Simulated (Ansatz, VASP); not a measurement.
# One calculation of CaPd4, two programs

File INCAR:

```
PREC = Accurate
ENCUT = 500
EDIFF = 1E-6
ISMEAR = 0
SIGMA = 0.1
LREAL = False
LASPH = True
NELM = 120
ALGO = Normal
ISIF = 2
LWAVE = False
LCHARG = False
GGA = PE
NBANDS = 33
GGA_COMPAT = False
```

File KPOINTS:

```
regular mesh
0
Gamma
  4 4 4
```

File POSCAR:

```
CaPd4
1.0
    4.4080551700      0.0000000000      0.0000000000
    0.0000000000      4.4080551700      0.0000000000
    0.0000000000      0.0000000000      4.4080551700
Ca Pd
1 4
Direct
    0.5000000000      0.5000000000      0.5000000000
    0.0000000000      0.5000000000      0.5000000000
    0.5000000000      0.0000000000      0.5000000000
    0.5000000000      0.5000000000      0.0000000000
    0.0000000000      0.0000000000      0.0000000000
```

Input for Ansatz:

```yaml
crystal:
  lattice:
    - [4.40805517, 0.0, 0.0]
    - [0.0, 4.40805517, 0.0]
    - [0.0, 0.0, 4.40805517]
  atoms:
    - { symbol: Ca, position: [0.5, 0.5, 0.5] }
    - { symbol: Pd, position: [0.0, 0.5, 0.5] }
    - { symbol: Pd, position: [0.5, 0.0, 0.5] }
    - { symbol: Pd, position: [0.5, 0.5, 0.0] }
    - { symbol: Pd, position: [0.0, 0.0, 0.0] }
basis:
  ecutwfc: 420
kpoints:
  mp_grid: { grid: [4, 4, 4] }
hamiltonian:
  xc: pbe
scf:
  occupations: { method: gaussian, width: 0.1 }
  lower_state_search: "off"
output:
  forces: true
  stress: true
  eigenvalues: true
```

Alike in both runs: task single point; functional PBE; k mesh 4 × 4 × 4; occupations gaussian, width 0.1 eV; no spin polarisation.

```csv
,VASP,Ansatz
version,VASP 6.6.1,Ansatz 0.2.0
potentials or method,"VASP PAW PBE potentials, release 64 (Ca_sv, Pd), cutoff 500 eV","scalar-relativistic, plane waves, PAW"
valence electrons in the cell,50,82
```

```csv
,VASP,Ansatz,Ansatz less VASP
gap on the k mesh at the Fermi level (eV),none,none,-
pressure (GPa),27.1,25.9,-1.21
```

A gap of «none» marks a metal or a gap that the smearing closes. VASP's potentials hold 50 valence electrons a cell and Ansatz's 82, so a difference there can come from the potentials and not from the codes.
